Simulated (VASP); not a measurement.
Set up this calculation in VASP 6.6.1, as the native input.

```yaml
Task: single point
Functional: LDA
Potentials_or_basis: VASP PAW LDA potentials, release 64 (In_d, Se)
Cutoff: 500 eV
k_mesh: 12 × 12 × 12, shifted
Occupations: gaussian, width 0.01 eV
Spin: no spin polarisation
Dipole_correction: no
Further_INCAR_settings: ALGO = Normal; EDIFF = 1e-06; NBANDS = 27
```

The structure of InSe lies in POSCAR:

```
InSe
1.0
    1.9866388012      1.1469864467      8.1318303717
   -1.9866388012      1.1469864467      8.1318303717
    0.0000000000     -2.2939728933      8.1318303717
In Se
2 2
Direct
    0.1123122770      0.1123122770      0.1123122770
   -0.0000935881     -0.0000935881     -0.0000935881
    0.6145945977      0.6145945977      0.6145945977
    0.8308847033      0.8308847033      0.8308847033
```

One way to write it, as run:

INCAR

```
SYSTEM = InSe
  ALGO = Normal
  EDIFF = 1E-6
  ENCUT = 500
  GGA = CA
  GGA_COMPAT = .FALSE.
  ISIF = 2
  ISMEAR = 0
  LASPH = .TRUE.
  LCHARG = .FALSE.
  LREAL = .FALSE.
  LWAVE = .FALSE.
  NBANDS = 27
  NELM = 120
  PREC = Accurate
  SIGMA = 0.01
```

KPOINTS

```
Automatic mesh
0
Gamma
  12 12 12
  0.5 0.5 0.5
```

Potentials or basis: VASP PAW LDA potentials, release 64 (In_d, Se).

Command:

```bash
$ cat potpaw_LDA.64/In_d/POTCAR potpaw_LDA.64/Se/POTCAR > POTCAR
$ mpirun -np 1 vasp_std > vasp.out
```

Results of the run:

```yaml
Pressure: 0.2 GPa
Largest_force: 0.028 eV/Å
Band_gap_on_the_k_mesh: 0.36 eV (least direct gap 0.44 eV)
```

Caveat: spin-orbit coupling is left out, which moves the levels of the heavy elements; a shifted mesh leaves out Γ, where band edges can lie.

Wall time 53 min on 1 thread of Intel Xeon 8259CL, with other jobs on the host, peak memory 0.74 GiB.
